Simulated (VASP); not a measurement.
## Be3Zn2Se5: single point with PBE

Crystal: Be3Zn2Se5.

```
Be Zn Se
1.0
     0.00000   -3.80091    0.00000
     3.80091    0.00000    0.00000
    -1.90045    1.90045   13.63814
Be Zn Se
3 2 5
Direct
  0.50000 0.50000 0.00000
  0.70384 0.70384 0.40768
  0.29616 0.29616 0.59232
  0.89798 0.89798 0.79596
  0.10202 0.10202 0.20404
  0.45456 0.95456 0.90912
  0.04544 0.54544 0.09088
  0.65857 0.15857 0.31713
  0.25000 0.75000 0.50000
  0.84143 0.34143 0.68287
```

- Program: VASP 6.6.1
- Task: single point
- Functional: PBE
- Potentials or basis: VASP PAW PBE potentials, release 64 (Be, Zn, Se)
- Cutoff: 520 eV
- k mesh: 4 × 4 × 4
- Occupations: gaussian, width 0.1 eV
- Spin: no spin polarisation

```json
{"Pressure": "0.3 GPa", "Largest force": "0.029 eV/Å", "Band gap on the k mesh": "2.47 eV"}
```

Forces on the atoms (eV/Å):
```
Be   0.000  0.000  0.000
Be   0.000  0.000  0.000
Be   0.000  0.000  0.000
Zn   0.000  0.000  0.004
Zn   0.000  0.000 -0.004
Se   0.000  0.000  0.028
Se   0.000  0.000 -0.028
Se   0.000  0.000  0.029
Se   0.000  0.000  0.000
Se   0.000  0.000 -0.029
```

Stress tensor (GPa, compression positive):
```
 0.45  0.00  0.00
 0.00  0.45  0.00
 0.00  0.00 -0.01
```

Levels at points of the mesh, in eV from the valence-band top:
```
           k point  band 28  band 29  band 30  band 31  band 32  band 33
(0.00, 0.00, 0.00)    -0.29     0.00     0.00     2.47     2.74     2.98
(0.50, 0.00, 0.00)    -1.07    -0.54    -0.50     3.04     3.83     3.85
(0.50, 0.50, 0.00)    -2.63    -2.42    -2.36     2.70     3.18     3.38
(0.00, 0.00, 0.50)    -0.38    -0.24    -0.24     2.65     3.05     3.21
```

Run time: 2.7 min on 1 thread of AMD EPYC 7R13, on a shared host, peak memory 0.29 GiB.

A k mesh can miss the band edges.
